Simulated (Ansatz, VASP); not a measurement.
**C: VASP beside Ansatz**

```
C
1.0
     1.23328   -2.13604    0.00000
     1.23328    2.13604    0.00000
     0.00000    0.00000    8.70703
C
4
Direct
  0.16329 0.83671 0.76992
  0.50337 0.49663 0.23008
  0.83671 0.16329 0.23008
  0.49663 0.50337 0.76992
```

Change from the starting cell: mode 1 frozen in at -0.342 Å and mode 6 at +0.171 Å (largest displacements).

Alike in both runs: task single point; functional PBE; k mesh 18 × 18 × 6; occupations gaussian, width 0.15 eV; no spin polarisation.

|  | VASP | Ansatz |
| --- | --- | --- |
| version | VASP 6.6.1 | Ansatz 0.2.0 |
| potentials or method | VASP PAW PBE potentials, release 64 (C), cutoff 520 eV | scalar-relativistic, plane waves, PAW |
| valence electrons in the cell | 16 | 16 |

Ansatz gave:

- gap on the k mesh at the Fermi level (eV): none
- least direct gap on the mesh (eV): 0.00
- pressure (GPa): 0.0
- traceless stress, the component that is largest in VASP (GPa): 0.07
- rms of the force components (eV/Å): 0.003

Task: Estimate VASP's values.

Result: gap on the k mesh at the Fermi level (eV): none; least direct gap on the mesh (eV): 0.00; pressure (GPa): 0.4; traceless stress, the component that is largest in VASP (GPa): -0.35; rms of the force components (eV/Å): 0.003.

Atom by atom the forces differ by 0.000 eV/Å (rms over components). A gap of «none» marks a metal or a gap that the smearing closes. With one functional, cell and mesh, what is left measures potentials, basis and numerics.

A gap of «none» marks a metal or a gap under the smearing width.
